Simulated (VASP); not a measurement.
# SrO (Fm-3m) in VASP: a series of runs

SrO is run at these levels: PBE, PBEsol; tasks: single point, relaxation of cell and atoms.

Everything below comes from runs of VASP 6.6.1. Logs are shortened: lines on timing, memory, paths and dates and some standing lists are left out, and cuts for length are marked.

## (1) The cell of the first run

It takes space group Fm-3m (No. 225, cubic). The conventional cell has a = 5.133 Å, b = 5.133 Å, c = 5.133 Å, α = 90.00°, β = 90.00°, γ = 90.00°. Sr (site symmetry m-3m) has 6 O at 2.57 Å within 3.4 Å. Within 3.4 Å of O (site symmetry m-3m) lie 6 Sr at 2.57 Å.

## (2) Single point, PBE

File INCAR:

```
PREC = Accurate
ENCUT = 600
EDIFF = 1E-6
ISMEAR = 0
SIGMA = 0.011
LREAL = F
LASPH = T
NELM = 120
ALGO = Normal
ISIF = 2
LWAVE = F
LCHARG = F
GGA = PE
NBANDS = 15
GGA_COMPAT = F
```

File KPOINTS:

```
Automatic mesh
0
Gamma
  9 9 9
```

File POSCAR:

```
SrO
1.0
    0.0000000000      2.5663000000      2.5663000000
    2.5663000000      0.0000000000      2.5663000000
    2.5663000000      2.5663000000      0.0000000000
Sr O
1 1
Direct
    0.5000000000      0.5000000000      0.5000000000
    0.0000000000      0.0000000000      0.0000000000
```

Potentials or basis: VASP PAW PBE potentials, release 64 (Sr_sv, O).

Started as:

```console
cat potpaw_PBE.64/Sr_sv/POTCAR potpaw_PBE.64/O/POTCAR > POTCAR
mpirun -np 1 vasp_std > vasp.out
```

OUTCAR:

```text
PREC = Accurate
   ENCUT = 600
   EDIFF = 1E-6
   ISMEAR = 0
   LREAL = F
   LASPH = T
   NELM = 120
   ISIF = 2
   GGA = PE

 ion  position               nearest neighbor table
   1  0.500  0.500  0.500-   2 2.57   2 2.57   2 2.57   2 2.57   2 2.57   2 2.57
   2  0.000  0.000  0.000-   1 2.57   1 2.57   1 2.57   1 2.57   1 2.57   1 2.57

  LATTYP: Found a face centered cubic cell.
 ALAT       =     5.1326000000

  Lattice vectors:

 A1 = (   0.0000000000,   2.5663000000,   2.5663000000)
 A2 = (   2.5663000000,   0.0000000000,   2.5663000000)
 A3 = (   2.5663000000,   2.5663000000,   0.0000000000)

Analysis of symmetry for initial positions (statically):
=====================================================================
 Subroutine PRICEL returns:
 Original cell was already a primitive cell.

 Routine SETGRP: Setting up the symmetry group for a
 face centered cubic supercell.

 Subroutine GETGRP returns: Found 48 space group operations
[... 9 lines left out ...]

 Routine SETGRP: Setting up the symmetry group for a
 face centered cubic supercell.

 Subroutine GETGRP returns: Found 48 space group operations
[... 11 lines left out ...]
                                     Primitive cell

  volume of cell :      33.8028

  direct lattice vectors                    reciprocal lattice vectors
     0.000000000  2.566300000  2.566300000    -0.194833028  0.194833028  0.194833028
     2.566300000  0.000000000  2.566300000     0.194833028 -0.194833028  0.194833028
     2.566300000  2.566300000  0.000000000     0.194833028  0.194833028 -0.194833028

  length of vectors
     3.629296265  3.629296265  3.629296265     0.337460704  0.337460704  0.337460704

  position of ions in fractional coordinates (direct lattice)
     0.500000000  0.500000000  0.500000000
     0.000000000  0.000000000  0.000000000

  ion indices of the primitive-cell ions
   primitive index   ion index
                 1           1
                 2           2

----------------------------------------------------------------------------------------

 KPOINTS: Automatic mesh

Automatic generation of k-mesh.
 Grid dimensions read from file:
 generate k-points for:    9    9    9

 Generating k-lattice:

  Cartesian coordinates                     Fractional coordinates (reciprocal lattice)
    -0.021648114  0.021648114  0.021648114     0.111111111  0.000000000  0.000000000
     0.021648114 -0.021648114  0.021648114     0.000000000  0.111111111  0.000000000
     0.021648114  0.021648114 -0.021648114     0.000000000  0.000000000  0.111111111

  Length of vectors
     0.037495634  0.037495634  0.037495634

  Shift w.r.t. Gamma in fractional coordinates (k-lattice)
     0.000000000  0.000000000  0.000000000

 Subroutine IBZKPT returns following result:
 ===========================================

 Found     35 irreducible k-points:

 Following reciprocal coordinates:
            Coordinates               Weight
  0.000000  0.000000  0.000000      1.000000
  0.111111  0.000000  0.000000      8.000000
  0.222222  0.000000  0.000000      8.000000
  0.333333  0.000000  0.000000      8.000000
  0.444444  0.000000  0.000000      8.000000
  0.111111  0.111111  0.000000      6.000000
[... 16 lines left out ...]
 -0.333333  0.333333  0.000000     12.000000
  0.444444  0.444444  0.000000      6.000000
 [... further k-points ...]
   k-points           NKPTS =     35   k-points in BZ     NKDIM =     35   number of bands    NBANDS=     15
   number of dos      NEDOS =    301   number of ions     NIONS =      2
   total plane-waves  NPLWV =  27000
   dimension x,y,z NGX =    30 NGY =   30 NGZ =   30
   dimension x,y,z NGXF=    60 NGYF=   60 NGZF=   60
   ions per type =               1   1
   NGX,Y,Z   is equivalent  to a cutoff of  13.74, 13.74, 13.74 a.u.
   NGXF,Y,Z  is equivalent  to a cutoff of  27.48, 27.48, 27.48 a.u.
 SYSTEM =  unknown system
   PREC   = accura    normal or accurate (medium, high low for compatibility)
   ISTART =      0    job   : 0-new  1-cont  2-samecut
   ICHARG =      2    charge: 1-file 2-atom 10-const
   ISPIN  =      1    spin polarized calculation?
   LNONCOLLINEAR =      F non collinear calculations
   LSORBIT =      F    spin-orbit coupling
   LASPH  =      T    aspherical Exc in radial PAW
   ENCUT  =  600.0 eV  44.10 Ry    6.64 a.u.   7.25  7.25  7.25*2*pi/ulx,y,z
   NELM   =    120;   NELMIN=  2; NELMDL= -5     # of ELM steps
   EDIFF  = 0.1E-05   stopping-criterion for ELM
   LREAL  =      F    real-space projection
   EDIFFG = 0.1E-04   stopping-criterion for IOM
   NSW    =      0    number of steps for IOM
   IBRION =     -1    ionic relax: 0-MD 1-quasi-New 2-CG
   NFREE  =      0    steps in history (QN), initial steepest desc. (CG)
   ISIF   =      2    stress and relaxation
   ISYM   =      2    0-nonsym 1-usesym 2-fastsym
   POTIM  = 0.5000    time-step for ionic-motion
   TEBEG  =    0.0;   TEEND  =   0.0 temperature during run
   PSTRESS=    0.0 pullay stress
   NELECT =      16.0000    total number of electrons
   NUPDOWN=      -1.0000    fix difference up-down
   EMIN   =  10.00;   EMAX   =-10.00  energy-range for DOS
   EFERMI =   0.00;   METHOD = LEGACY
   ISMEAR =     0;   SIGMA  =   0.01  broadening in eV -4-tet -1-fermi 0-gaus
   EFERMI_NEDOS =   21; number of points for ismear=-14 and -15
   IALGO  =     38    algorithm
   IMIX   =      4    mixing-type and parameters
     AMIX     =   0.40;   BMIX     =  1.00
     AMIX_MAG =   1.60;   BMIX_MAG =  1.00
  volume/ion in A,a.u.               =      16.90       114.06
  Fermi-wavevector in a.u.,A,eV,Ry     =   1.275843  2.410995 22.147245  1.627777
  Thomas-Fermi vector in A             =   2.408533
   LORBIT       =      0    0 simple, 1 ext, 2 COOP (PROOUT), +10 PAW based schemes
   GGA     = PE    functional components
   LHFCALC =     F    Hartree Fock is set to
   AEXX    =    0.0000 exact exchange contribution
   IVDW    =     0    specifies the selected vdW correction
   LEPSILON=     F    determine dielectric tensor
   LRPA    =     F    only Hartree local field effects (RPA)
 non-spin polarized calculation
 Gauss-broadening in eV      SIGMA  =   0.01
  energy-cutoff  :      600.00
  volume of cell :       33.80
 maximum number of plane-waves:      1147
 NGX is ok and might be reduce to    30
   NGX = 15   NGY = 15   NGZ = 15

 number of electron      15.9999997 magnetization

 Free energy of the ion-electron system (eV)
  ---------------------------------------------------
  ext. energy  EPLUGINS =         0.00000000
  ---------------------------------------------------
  free energy    TOTEN  =       -12.03870817 eV

  energy without entropy =      -12.03870817  energy(sigma->0) =      -12.03870817

 E-fermi :   1.7721     XC(G=0): -10.0522

 val. band max:        1.6880315098   @ k =   0.0000   0.0000   0.0000
 cond. band min:       5.0090642804   @ k =   0.4444   0.4444   0.0000
 fundamental gap:      3.3210327706
 Fermi energy:         1.7721386924

 k-point     1 :       0.0000    0.0000    0.0000
  band No.  band energies     occupation
      1     -30.6809      2.00000
      2     -13.4091      2.00000
      3     -12.3130      2.00000
      4     -12.3130      2.00000
      5     -12.3130      2.00000
      6       1.6880      2.00000
      7       1.6880      2.00000
      8       1.6880      2.00000
      9       5.7117      0.00000
     10       7.9119      0.00000
     11       7.9119      0.00000
     12       7.9119      0.00000
     13      10.0915      0.00000
     14      10.0915      0.00000
     15      14.4284      0.00000

 k-point     2 :       0.1111    0.0000    0.0000
  band No.  band energies     occupation
      1     -30.6646      2.00000
      2     -13.7140      2.00000
      3     -12.3228      2.00000
      4     -12.3228      2.00000
      5     -12.0479      2.00000
      6       1.3181      2.00000
      7       1.5279      2.00000
      8       1.5279      2.00000
      9       6.2764      0.00000
     10       7.7852      0.00000
     11       8.1560      0.00000
     12       8.1560      0.00000
     13      10.4197      0.00000
     14      10.4197      0.00000
     15      15.2335      0.00000

 k-point     3 :       0.2222    0.0000    0.0000
  band No.  band energies     occupation
      1     -30.6230      2.00000
      2     -14.2306      2.00000
      3     -12.3476      2.00000
      4     -12.3476      2.00000
      5     -11.6329      2.00000
      6       0.5884      2.00000
      7       1.1592      2.00000
      8       1.1592      2.00000
      9       7.5303      0.00000
     10       7.7329      0.00000
     11       8.8349      0.00000
     12       8.8349      0.00000
     13      11.2674      0.00000
     14      11.2674      0.00000
     15      17.0309      0.00000

 k-point     4 :       0.3333    0.0000    0.0000
  band No.  band energies     occupation
      1     -30.5751      2.00000
      2     -14.6662      2.00000
      3     -12.3753      2.00000
      4     -12.3753      2.00000
      5     -11.3129      2.00000
      6      -0.0686      2.00000
      7       0.7892      2.00000
      8       0.7892      2.00000
      9       7.8996      0.00000
     10       9.0158      0.00000
     11       9.7503      0.00000
     12       9.7503      0.00000
     13      12.3721      0.00000
     14      12.3721      0.00000
     15      17.6182      0.00000
[... 307 lines left out ...]
 k-point    22 :      -0.4444    0.3333    0.0000
  band No.  band energies     occupation
      1     -30.5034      2.00000
      2     -14.1611      2.00000
      3     -13.0440      2.00000
      4     -12.5938      2.00000
      5     -11.9680      2.00000
      6       0.8190      2.00000
      7       1.1461      2.00000
      8       1.1811      2.00000
      9       6.2436      0.00000
     10       9.7423      0.00000
     11      10.5208      0.00000
     12      11.9024      0.00000
     13      12.6725      0.00000
     14      14.8708      0.00000
     15      15.0198      0.00000

 k-point    23 :      -0.3333    0.3333    0.0000
  band No.  band energies     occupation
      1     -30.5071      2.00000
      2     -14.3912      2.00000
      3     -13.0116      2.00000
      4     -12.5196      2.00000
      5     -11.6644      2.00000
      6       0.3626      2.00000
      7       0.8785      2.00000
      8       1.2081      2.00000
      9       7.3909      0.00000
     10       8.9139      0.00000
     11      10.6981      0.00000
     12      11.2744      0.00000
     13      13.0519      0.00000
     14      14.5434      0.00000
     15      16.7866      0.00000

 k-point    24 :       0.4444    0.4444    0.0000
  band No.  band energies     occupation
      1     -30.5036      2.00000
      2     -13.6842      2.00000
      3     -12.9352      2.00000
      4     -12.6741      2.00000
      5     -12.6741      2.00000
      6       1.1547      2.00000
      7       1.5960      2.00000
      8       1.5960      2.00000
      9       5.0091      0.00000
     10       9.4188      0.00000
     11      11.8279      0.00000
     12      12.1115      0.00000
     13      12.6481      0.00000
     14      12.6481      0.00000
     15      15.8625      0.00000

 [... further k-points ...]
[... 5 lines left out ...]
  --------------------------------------------------------------------------------------
  -------------------------------------------------------------------------------------
  Total        0.8087382      0.8087382      0.8087382      0.0000000      0.0000000      0.0000000
  in kB       38.3324223     38.3324223     38.3324223      0.0000000      0.0000000      0.0000000
  external PRESSURE =      38.3324223 kB  Pullay stress =       0.0000000 kB

 VOLUME and BASIS-vectors are now :
 -----------------------------------------------------------------------------
  energy-cutoff  :      600.00
  volume of cell :       33.80
      direct lattice vectors                 reciprocal lattice vectors
     0.000000000  2.566300000  2.566300000    -0.194833028  0.194833028  0.194833028
     2.566300000  0.000000000  2.566300000     0.194833028 -0.194833028  0.194833028
     2.566300000  2.566300000  0.000000000     0.194833028  0.194833028 -0.194833028

 POSITION                                       TOTAL-FORCE (eV/Angst)
 -----------------------------------------------------------------------------------
      2.56630      2.56630      2.56630         0.000000      0.000000     -0.000000
      0.00000      0.00000      0.00000         0.000000     -0.000000      0.000000
 -----------------------------------------------------------------------------------
    total drift:                               -0.000000      0.000000      0.000000

  FREE ENERGIE OF THE ION-ELECTRON SYSTEM (eV)
  ---------------------------------------------------
  free  energy   TOTEN  =       -12.0387081732 eV

  energy  without entropy=      -12.0387081732  energy(sigma->0) =      -12.03870817
```

Run time: 19 s. Hardware: 1 thread of Intel Xeon Platinum 8375C at 2.90GHz (Ice Lake), shared host; peak memory 0.18 GiB.

What came out:

```
Free energy            : -12.0387 eV
Pressure               : 3.8 GPa
Band gap on the k mesh : 3.32 eV, indirect (least direct gap 3.41 eV)
```

A k mesh can miss the band edges. As with any semilocal functional, this PBE gap is likely too small.

(Continued in part 2 of 2.)
